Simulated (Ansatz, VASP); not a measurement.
LaScCl6: VASP beside Ansatz

Contents of INCAR:

```
ALGO = Normal
EDIFF = 1E-6
EDIFFG = -0.04
ENCUT = 600
GGA = PE
IBRION = 2
ISIF = 3
ISMEAR = 0
LASPH = True
LCHARG = False
LREAL = False
LWAVE = False
NELM = 80
NSW = 90
PREC = Accurate
SIGMA = 0.1
```

KPOINTS

```
k-points
0
Gamma
  4 4 4
```

POSCAR

```
LaScCl6
1.0
    0.0000000000      5.0443473500      5.0443473500
    5.0443473500      0.0000000000      5.0443473500
    5.0443473500      5.0443473500      0.0000000000
La Sc Cl
1 1 6
Direct
    0.0000000000      0.0000000000      0.0000000000
    0.5000000000      0.5000000000      0.5000000000
    0.2442840600      0.7557159400      0.7557159400
    0.7557159400      0.2442840600      0.2442840600
    0.7557159400      0.2442840600      0.7557159400
    0.2442840600      0.7557159400      0.2442840600
    0.7557159400      0.7557159400      0.2442840600
    0.2442840600      0.2442840600      0.7557159400
```

Input for Ansatz:

```yaml
crystal:
  lattice:
    - [0.0, 5.04434735, 5.04434735]
    - [5.04434735, 0.0, 5.04434735]
    - [5.04434735, 5.04434735, 0.0]
  atoms:
    - { symbol: La, position: [0.0, 0.0, 0.0] }
    - { symbol: Sc, position: [0.5, 0.5, 0.5] }
    - { symbol: Cl, position: [0.24428406, 0.75571594, 0.75571594] }
    - { symbol: Cl, position: [0.75571594, 0.24428406, 0.24428406] }
    - { symbol: Cl, position: [0.75571594, 0.24428406, 0.75571594] }
    - { symbol: Cl, position: [0.24428406, 0.75571594, 0.24428406] }
    - { symbol: Cl, position: [0.75571594, 0.75571594, 0.24428406] }
    - { symbol: Cl, position: [0.24428406, 0.24428406, 0.75571594] }
basis:
  ecutwfc: 420
kpoints:
  mp_grid: { grid: [4, 4, 4] }
hamiltonian:
  xc: pbe
scf:
  occupations: { method: gaussian, width: 0.1 }
  lower_state_search: "off"
output:
  forces: true
  stress: true
  eigenvalues: true
relax:
  adjacent_minimum: "off"
  f_tol: 0.04
  max_steps: 70
  cell: { stress_tol: 0.4 }
```

Alike in both runs: task relaxation of cell and atoms; functional PBE; k mesh 4 × 4 × 4; occupations gaussian, width 0.1 eV; no spin polarisation.

```csv
,VASP,Ansatz
version,VASP 6.6.1,Ansatz 0.2.0
potentials or method,"VASP PAW PBE potentials, release 64 (La, Sc_sv, Cl), cutoff 600 eV","scalar-relativistic, plane waves, PAW"
valence electrons in the cell,64,64
```

```tsv
	VASP	Ansatz	Ansatz less VASP
gap on the k mesh at the Fermi level, each at its own relaxed structure (eV)	3.34	3.34	-0.004
relaxed volume (Å³/atom)	36.86	36.93	+0.070
relaxed cell length with the largest relative difference (Å)	7.471	7.476	+0.0047
```

Neither program's run includes spin-orbit coupling.
